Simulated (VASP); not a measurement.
# SiGe (P6_3mc) in VASP: notebook

SiGe is run at these levels: PBEsol; tasks: single point.

All numbers are computed with VASP 6.6.1; they aren't measurements. Logs are shortened: lines on timing, memory, paths and dates and some standing lists are left out, and cuts for length are marked.

**1. The cell of the first run**

The structure is hexagonal, space group P6_3mc (No. 186). Conventional cell: a = 3.819 Å, b = 3.819 Å, c = 6.318 Å, α = 90.00°, β = 90.00°, γ = 120.00°. Si (site symmetry 3m) has 4 Ge at 2.35 to 2.36 Å within 3.1 Å. Ge (site symmetry 3m) has 4 Si at 2.35 to 2.36 Å within 3.1 Å.

**2. Single point, PBEsol (19.95 Å³/atom)**

Input file INCAR:

```
SYSTEM = SiGe
ALGO     = Normal         ! electronic algorithm
EDIFF    = 1E-7           ! SCF threshold, eV
ENCUT    = 520            ! plane-wave cutoff, eV
GGA      = PS             ! functional
ISIF     = 2              ! what is computed and relaxed
ISMEAR   = 0              ! smearing method
LASPH    = .True.         ! aspherical terms in the spheres
LCHARG   = .False.        ! write CHGCAR
LREAL    = .False.        ! projectors in reciprocal space
LWAVE    = .False.        ! write WAVECAR
NBANDS   = 26             ! bands
NELM     = 100            ! most SCF steps
PREC     = Accurate       ! precision mode
SIGMA    = 0.02           ! smearing width, eV
```

Input file KPOINTS:

```
k-points
0
Gamma
  12 12 6
  0 0 0
```

Input file POSCAR:

```
SiGe
1.0
    3.8190142253      0.0000000000      0.0000000000
   -1.9095071126      3.3073633366      0.0000000000
    0.0000000000      0.0000000000      6.3183262891
Si Ge
2 2
Direct
    0.6666666667      0.3333333333      0.8742794327
    0.3333333333      0.6666666667      0.3742794327
    0.6666666667      0.3333333333      0.5007195673
    0.3333333333      0.6666666667      0.0007195673
```

Potentials or basis: VASP PAW PBE potentials, release 64 (Si, Ge_d).

Launch:

```
> cat potpaw_PBE.64/Si/POTCAR potpaw_PBE.64/Ge_d/POTCAR > POTCAR
> mpirun -np 1 vasp_std > vasp.out
```

OUTCAR:

```text
SYSTEM = SiGe
   EDIFF = 1E-7
   ENCUT = 520
   GGA = PS
   ISIF = 2
   ISMEAR = 0
   LASPH = .True.
   LREAL = .False.
   NELM = 100
   PREC = Accurate

 ion  position               nearest neighbor table
   1  0.667  0.333  0.874-   4 2.35   4 2.35   4 2.35   3 2.36
   2  0.333  0.667  0.374-   3 2.35   3 2.35   3 2.35   4 2.36
   3  0.667  0.333  0.501-   2 2.35   2 2.35   2 2.35   1 2.36
   4  0.333  0.667  0.001-   1 2.35   1 2.35   1 2.35   2 2.36

  LATTYP: Found a hexagonal cell.
 ALAT       =     3.8190142253
 C/A-ratio  =     1.6544390558

  Lattice vectors:

 A1 = (   3.8190142253,   0.0000000000,   0.0000000000)
 A2 = (  -1.9095071126,   3.3073633366,   0.0000000000)
 A3 = (   0.0000000000,   0.0000000000,   6.3183262891)

Analysis of symmetry for initial positions (statically):
=====================================================================
 Subroutine PRICEL returns:
 Original cell was already a primitive cell.

 Routine SETGRP: Setting up the symmetry group for a
 hexagonal supercell.

 Subroutine GETGRP returns: Found 12 space group operations
 (whereof  6 operations were pure point group operations)
 out of a pool of 24 trial point group operations.

The static configuration has the point symmetry C_3v.
 The point group associated with its full space group is C_6v.

Analysis of symmetry for dynamics (positions and initial velocities):
=====================================================================
 Subroutine PRICEL returns:
 Original cell was already a primitive cell.

 Routine SETGRP: Setting up the symmetry group for a
 hexagonal supercell.

 Subroutine GETGRP returns: Found 12 space group operations
 (whereof  6 operations were pure point group operations)
 out of a pool of 24 trial point group operations.

The dynamic configuration has the point symmetry C_3v.
 The point group associated with its full space group is C_6v.

 Subroutine INISYM returns: Found 12 space group operations
 (whereof  6 operations are pure point group operations),
 and found     1 'primitive' translations

----------------------------------------------------------------------------------------

                                     Primitive cell

  volume of cell :      79.8059

  direct lattice vectors                    reciprocal lattice vectors
     3.819014225  0.000000000  0.000000000     0.261847676  0.151177826  0.000000000
    -1.909507113  3.307363337  0.000000000     0.000000000  0.302355653  0.000000000
     0.000000000  0.000000000  6.318326289     0.000000000  0.000000000  0.158269762

  length of vectors
     3.819014225  3.819014225  6.318326289     0.302355653  0.302355653  0.158269762

  position of ions in fractional coordinates (direct lattice)
     0.666666667  0.333333333  0.874279433
     0.333333333  0.666666667  0.374279433
     0.666666667  0.333333333  0.500719567
     0.333333333  0.666666667  0.000719567

  ion indices of the primitive-cell ions
   primitive index   ion index
                 1           1
                 2           2
                 3           3
                 4           4

----------------------------------------------------------------------------------------

 KPOINTS: k-points

Automatic generation of k-mesh.
 Grid dimensions read from file:
 generate k-points for:   12   12    6

 Generating k-lattice:

  Cartesian coordinates                     Fractional coordinates (reciprocal lattice)
     0.021820640  0.012598152  0.000000000     0.083333333  0.000000000  0.000000000
     0.000000000  0.025196304  0.000000000     0.000000000  0.083333333  0.000000000
     0.000000000  0.000000000  0.026378294     0.000000000  0.000000000  0.166666667

  Length of vectors
     0.025196304  0.025196304  0.026378294

  Shift w.r.t. Gamma in fractional coordinates (k-lattice)
     0.000000000  0.000000000  0.000000000

 Subroutine IBZKPT returns following result:
 ===========================================

 Found     76 irreducible k-points:

 Following reciprocal coordinates:
            Coordinates               Weight
  0.000000  0.000000  0.000000      1.000000
  0.083333  0.000000  0.000000      6.000000
  0.166667  0.000000  0.000000      6.000000
  0.250000  0.000000  0.000000      6.000000
  0.333333  0.000000  0.000000      6.000000
  0.416667  0.000000  0.000000      6.000000
[... 16 lines left out ...]
  0.250000  0.000000  0.166667     12.000000
  0.333333  0.000000  0.166667     12.000000
 [... further k-points ...]
   k-points           NKPTS =     76   k-points in BZ     NKDIM =     76   number of bands    NBANDS=     26
   number of dos      NEDOS =    301   number of ions     NIONS =      4
   total plane-waves  NPLWV =  37632
   dimension x,y,z NGX =    28 NGY =   28 NGZ =   48
   dimension x,y,z NGXF=    56 NGYF=   56 NGZF=   96
   ions per type =               2   2
   NGX,Y,Z   is equivalent  to a cutoff of  12.19, 12.19, 12.63 a.u.
   NGXF,Y,Z  is equivalent  to a cutoff of  24.38, 24.38, 25.26 a.u.
 SYSTEM =  SiGe
   PREC   = accura    normal or accurate (medium, high low for compatibility)
   ISTART =      0    job   : 0-new  1-cont  2-samecut
   ICHARG =      2    charge: 1-file 2-atom 10-const
   ISPIN  =      1    spin polarized calculation?
   LNONCOLLINEAR =      F non collinear calculations
   LSORBIT =      F    spin-orbit coupling
   LASPH  =      T    aspherical Exc in radial PAW
   ENCUT  =  520.0 eV  38.22 Ry    6.18 a.u.   7.10  7.10 11.75*2*pi/ulx,y,z
   NELM   =    100;   NELMIN=  2; NELMDL= -5     # of ELM steps
   EDIFF  = 0.1E-06   stopping-criterion for ELM
   LREAL  =      F    real-space projection
   EDIFFG = 0.1E-05   stopping-criterion for IOM
   NSW    =      0    number of steps for IOM
   IBRION =     -1    ionic relax: 0-MD 1-quasi-New 2-CG
   NFREE  =      0    steps in history (QN), initial steepest desc. (CG)
   ISIF   =      2    stress and relaxation
   ISYM   =      2    0-nonsym 1-usesym 2-fastsym
   POTIM  = 0.5000    time-step for ionic-motion
   TEBEG  =    0.0;   TEEND  =   0.0 temperature during run
   PSTRESS=    0.0 pullay stress
   NELECT =      36.0000    total number of electrons
   NUPDOWN=      -1.0000    fix difference up-down
   EMIN   =  10.00;   EMAX   =-10.00  energy-range for DOS
   EFERMI =   0.00;   METHOD = LEGACY
   ISMEAR =     0;   SIGMA  =   0.02  broadening in eV -4-tet -1-fermi 0-gaus
   EFERMI_NEDOS =   21; number of points for ismear=-14 and -15
   IALGO  =     38    algorithm
   IMIX   =      4    mixing-type and parameters
     AMIX     =   0.40;   BMIX     =  1.00
     AMIX_MAG =   1.60;   BMIX_MAG =  1.00
  volume/ion in A,a.u.               =      19.95       134.64
  Fermi-wavevector in a.u.,A,eV,Ry     =   1.255540  2.372627 21.447965  1.576381
  Thomas-Fermi vector in A             =   2.389292
   LORBIT       =      0    0 simple, 1 ext, 2 COOP (PROOUT), +10 PAW based schemes
   GGA     = PS    functional components
   LHFCALC =     F    Hartree Fock is set to
   AEXX    =    0.0000 exact exchange contribution
   IVDW    =     0    specifies the selected vdW correction
   LEPSILON=     F    determine dielectric tensor
   LRPA    =     F    only Hartree local field effects (RPA)
 non-spin polarized calculation
 Gauss-broadening in eV      SIGMA  =   0.02
  energy-cutoff  :      520.00
  volume of cell :       79.81
 maximum number of plane-waves:      2175
   NGX = 15   NGY = 15   NGZ = 23

 number of electron      36.0000022 magnetization

 Free energy of the ion-electron system (eV)
  ---------------------------------------------------
  ext. energy  EPLUGINS =         0.00000000
  ---------------------------------------------------
  free energy    TOTEN  =       -21.17489783 eV

  energy without entropy =      -21.17489783  energy(sigma->0) =      -21.17489783

 E-fermi :   6.3547     XC(G=0): -10.1513

 val. band max:        6.2268753760   @ k =   0.0000   0.0000   0.0000
 cond. band min:       6.4671310945   @ k =   0.5000   0.0000   0.0000
 fundamental gap:      0.2402557185
 Fermi energy:         6.3546844424

 k-point     1 :       0.0000    0.0000    0.0000
  band No.  band energies     occupation
      1     -18.3821      2.00000
      2     -18.3820      2.00000
      3     -18.3780      2.00000
      4     -18.3780      2.00000
      5     -18.3745      2.00000
      6     -18.3745      2.00000
[... 18 lines left out ...]
     25      10.5766      0.00000
     26      12.7476      0.00000

 k-point     2 :       0.0833    0.0000    0.0000
  band No.  band energies     occupation
      1     -18.3822      2.00000
      2     -18.3815      2.00000
      3     -18.3782      2.00000
      4     -18.3775      2.00000
      5     -18.3742      2.00000
      6     -18.3739      2.00000
[... 18 lines left out ...]
     25      10.9122      0.00000
     26      12.0798      0.00000

 k-point     3 :       0.1667    0.0000    0.0000
  band No.  band energies     occupation
      1     -18.3828      2.00000
      2     -18.3803      2.00000
      3     -18.3785      2.00000
      4     -18.3763      2.00000
      5     -18.3732      2.00000
      6     -18.3723      2.00000
[... 18 lines left out ...]
     25      11.7441      0.00000
     26      11.7813      0.00000

 k-point     4 :       0.2500    0.0000    0.0000
  band No.  band energies     occupation
      1     -18.3842      2.00000
      2     -18.3797      2.00000
      3     -18.3781      2.00000
      4     -18.3747      2.00000
      5     -18.3714      2.00000
      6     -18.3701      2.00000
[... 18 lines left out ...]
     25      12.7981      0.00000
     26      12.9253      0.00000

 k-point     5 :       0.3333    0.0000    0.0000
  band No.  band energies     occupation
      1     -18.3856      2.00000
      2     -18.3804      2.00000
      3     -18.3765      2.00000
      4     -18.3734      2.00000
      5     -18.3694      2.00000
      6     -18.3681      2.00000
[... 18 lines left out ...]
     25      13.0457      0.00000
     26      13.8889      0.00000

 k-point     6 :       0.4167    0.0000    0.0000
  band No.  band energies     occupation
      1     -18.3867      2.00000
      2     -18.3811      2.00000
      3     -18.3752      2.00000
      4     -18.3727      2.00000
      5     -18.3679      2.00000
      6     -18.3667      2.00000
[... 427 lines left out ...]
 k-point    21 :       0.0833    0.0000    0.1667
  band No.  band energies     occupation
      1     -18.3821      2.00000
      2     -18.3816      2.00000
      3     -18.3779      2.00000
      4     -18.3773      2.00000
      5     -18.3745      2.00000
      6     -18.3741      2.00000
[... 18 lines left out ...]
     25      10.6922      0.00000
     26      12.4424      0.00000

 k-point    22 :       0.1667    0.0000    0.1667
  band No.  band energies     occupation
      1     -18.3828      2.00000
      2     -18.3809      2.00000
      3     -18.3778      2.00000
      4     -18.3760      2.00000
      5     -18.3734      2.00000
      6     -18.3725      2.00000
[... 18 lines left out ...]
     25      11.5498      0.00000
     26      11.7919      0.00000

 k-point    23 :       0.2500    0.0000    0.1667
  band No.  band energies     occupation
      1     -18.3840      2.00000
      2     -18.3808      2.00000
      3     -18.3769      2.00000
      4     -18.3744      2.00000
      5     -18.3717      2.00000
      6     -18.3704      2.00000
[... 18 lines left out ...]
     25      12.6798      0.00000
     26      12.7397      0.00000

 k-point    24 :       0.3333    0.0000    0.1667
  band No.  band energies     occupation
      1     -18.3855      2.00000
      2     -18.3814      2.00000
      3     -18.3755      2.00000
      4     -18.3730      2.00000
      5     -18.3698      2.00000
      6     -18.3684      2.00000
[... 18 lines left out ...]
     25      13.4995      0.00000
     26      13.8470      0.00000

 [... further k-points ...]

------------------------ aborting loop because EDIFF is reached ----------------------------------------

  FORCE on cell =-STRESS in cart. coord.  units (eV):
  Direction    XX          YY          ZZ          XY          YZ          ZX
  --------------------------------------------------------------------------------------
  -------------------------------------------------------------------------------------
  Total        2.8636383      2.8636383      2.8364689      0.0000000     -0.0000000      0.0000000
  in kB       57.4901595     57.4901595     56.9447092      0.0000000     -0.0000000      0.0000000
  external PRESSURE =      57.3083428 kB  Pullay stress =       0.0000000 kB

 VOLUME and BASIS-vectors are now :
 -----------------------------------------------------------------------------
  energy-cutoff  :      520.00
  volume of cell :       79.81
      direct lattice vectors                 reciprocal lattice vectors
     3.819014225  0.000000000  0.000000000     0.261847676  0.151177826  0.000000000
    -1.909507113  3.307363337  0.000000000     0.000000000  0.302355653  0.000000000
     0.000000000  0.000000000  6.318326289     0.000000000  0.000000000  0.158269762

 POSITION                                       TOTAL-FORCE (eV/Angst)
 -----------------------------------------------------------------------------------
      1.90951      1.10245      5.52398         0.000000     -0.000000     -0.001547
     -0.00000      2.20491      2.36482        -0.000000      0.000000     -0.001547
      1.90951      1.10245      3.16371        -0.000000     -0.000000      0.001547
     -0.00000      2.20491      0.00455         0.000000      0.000000      0.001547
 -----------------------------------------------------------------------------------
    total drift:                               -0.000000     -0.000000     -0.000232

  FREE ENERGIE OF THE ION-ELECTRON SYSTEM (eV)
  ---------------------------------------------------
  free  energy   TOTEN  =       -21.1748978271 eV

  energy  without entropy=      -21.1748978271  energy(sigma->0) =      -21.17489783
```

Run time: 2.1 min. Hardware: 1 thread of Intel Xeon 8259CL, shared host; peak memory 0.27 GiB.

What came out:

```
Free energy            : -21.1749 eV
Pressure               : 5.7 GPa
Band gap on the k mesh : 0.24 eV (least direct gap 0.59 eV)
```

Caveat: the cell stands under pressure; semilocal functionals underestimate gaps, and a narrow one can read as zero; the PAW data sets were made with another functional, which shifts forces and pressure a little. A k mesh can miss the band edges.

**3. Single point, PBEsol (20.59 Å³/atom)**

This run uses another cell than the first one, of 20.59 Å³/atom.

Input file INCAR:

```
SYSTEM = SiGe
PREC     = Accurate       ! precision mode
ENCUT    = 520            ! plane-wave cutoff, eV
EDIFF    = 1E-7           ! SCF threshold, eV
ISMEAR   = 0              ! smearing method
SIGMA    = 0.02           ! smearing width, eV
LREAL    = .False.        ! projectors in reciprocal space
LASPH    = .True.         ! aspherical terms in the spheres
NELM     = 60             ! most SCF steps
ALGO     = Normal         ! electronic algorithm
ISIF     = 2              ! what is computed and relaxed
LWAVE    = .False.        ! write WAVECAR
LCHARG   = .False.        ! write CHGCAR
GGA      = PS             ! functional
NBANDS   = 26             ! bands
```

Input file KPOINTS:

```
regular mesh
0
Gamma
  12 12 6
  0 0 0
```

Input file POSCAR:

```
SiGe
1.0
    3.8595856029      0.0000000000      0.0000000000
   -1.9297928014      3.3424991802      0.0000000000
    0.0000000000      0.0000000000      6.3836214773
Si Ge
2 2
Direct
    0.6666666667      0.3333333333      0.8743622757
    0.3333333333      0.6666666667      0.3743622757
    0.6666666667      0.3333333333      0.5006367243
    0.3333333333      0.6666666667      0.0006367243
```

Potentials or basis: VASP PAW PBE potentials, release 64 (Si, Ge_d).

Launch:

```
> cat potpaw_PBE.64/Si/POTCAR potpaw_PBE.64/Ge_d/POTCAR > POTCAR
> mpirun -np 1 vasp_std > vasp.out
```

OUTCAR:

```text
SYSTEM = SiGe
   PREC = Accurate
   ENCUT = 520
   EDIFF = 1E-7
   ISMEAR = 0
   LREAL = .False.
   LASPH = .True.
   NELM = 60
   ISIF = 2
   GGA = PS

 ion  position               nearest neighbor table
   1  0.667  0.333  0.874-   4 2.37   4 2.37   4 2.37   3 2.39
   2  0.333  0.667  0.374-   3 2.37   3 2.37   3 2.37   4 2.39
   3  0.667  0.333  0.501-   2 2.37   2 2.37   2 2.37   1 2.39
   4  0.333  0.667  0.001-   1 2.37   1 2.37   1 2.37   2 2.39

  LATTYP: Found a hexagonal cell.
 ALAT       =     3.8595856029
 C/A-ratio  =     1.6539655119
[... 896 lines left out ...]
  Direction    XX          YY          ZZ          XY          YZ          ZX
  --------------------------------------------------------------------------------------
  -------------------------------------------------------------------------------------
  Total        1.3597180      1.3597180      1.3113775      0.0000000      0.0000000      0.0000000
  in kB       26.4533272     26.4533272     25.5128625      0.0000000      0.0000000      0.0000000
  external PRESSURE =      26.1398390 kB  Pullay stress =       0.0000000 kB

 VOLUME and BASIS-vectors are now :
 -----------------------------------------------------------------------------
  energy-cutoff  :      520.00
  volume of cell :       82.35
      direct lattice vectors                 reciprocal lattice vectors
     3.859585603  0.000000000  0.000000000     0.259095173  0.149588668  0.000000000
    -1.929792801  3.342499180  0.000000000     0.000000000  0.299177336  0.000000000
     0.000000000  0.000000000  6.383621477     0.000000000  0.000000000  0.156650892

 POSITION                                       TOTAL-FORCE (eV/Angst)
 -----------------------------------------------------------------------------------
      1.92979      1.11417      5.58160        -0.000000      0.000000      0.002641
     -0.00000      2.22833      2.38979         0.000000     -0.000000      0.002641
      1.92979      1.11417      3.19588         0.000000      0.000000     -0.002641
     -0.00000      2.22833      0.00406        -0.000000      0.000000     -0.002641
 -----------------------------------------------------------------------------------
    total drift:                               -0.000000     -0.000000      0.000588

  FREE ENERGIE OF THE ION-ELECTRON SYSTEM (eV)
  ---------------------------------------------------
  free  energy   TOTEN  =       -21.2408742920 eV

  energy  without entropy=      -21.2408742920  energy(sigma->0) =      -21.24087429
```

Wall time 2.5 min (1 thread of Intel Xeon 8259CL, shared host); peak memory 0.28 GiB.

Results:

- Free energy: -21.2409 eV
- Pressure: 2.6 GPa
- Band gap on the k mesh: 0.30 eV (least direct gap 0.50 eV)

Forces on the atoms (eV/Å):
```
Si   0.000  0.000  0.003
Si   0.000  0.000  0.003
Ge   0.000  0.000 -0.003
Ge   0.000  0.000 -0.003
```

Caveat: semilocal functionals underestimate gaps, and a narrow one can read as zero; the PAW data sets were made with another functional, which shifts forces and pressure a little.
